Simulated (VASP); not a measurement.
Here is a VASP 6.6.1 calculation.

Contents of INCAR:

```
SYSTEM = AlN
PREC = Accurate
ENCUT = 520
EDIFF = 1E-6
ISMEAR = 0
SIGMA = 0.01
LREAL = .FALSE.
LASPH = .TRUE.
NELM = 80
ALGO = Normal
ISIF = 2
LWAVE = .FALSE.
LCHARG = .FALSE.
GGA = PE
NBANDS = 11
```

KPOINTS

```
regular mesh
0
G
  6 6 6
  0 0 0
```

POSCAR

```
AlN
1.0
    0.0000000000      1.9381137141      1.9381137141
    1.9381137141      0.0000000000      1.9381137141
    1.9381137141      1.9381137141      0.0000000000
Al N
1 1
Direct
    0.0000000000      0.0000000000      0.0000000000
    0.5000000000      0.5000000000      0.5000000000
```

Potentials or basis: VASP PAW PBE potentials, release 64 (Al, N).

The run is started by

```console
$ cat potpaw_PBE.64/Al/POTCAR potpaw_PBE.64/N/POTCAR > POTCAR
$ mpirun -np 1 vasp_std > vasp.out
```

(1) Estimate the band gap on the k mesh.

(2) Estimate the pressure.

## Answers

(1) 5.05 eV (least direct gap 7.63 eV).

(2) 49.1 GPa.

Caveat: the k points lie up to 0.47 Å⁻¹ apart; the cell differs from its parent crystal (strain -4.0%); the structure was generated, so it needn't be the stable form of AlN.
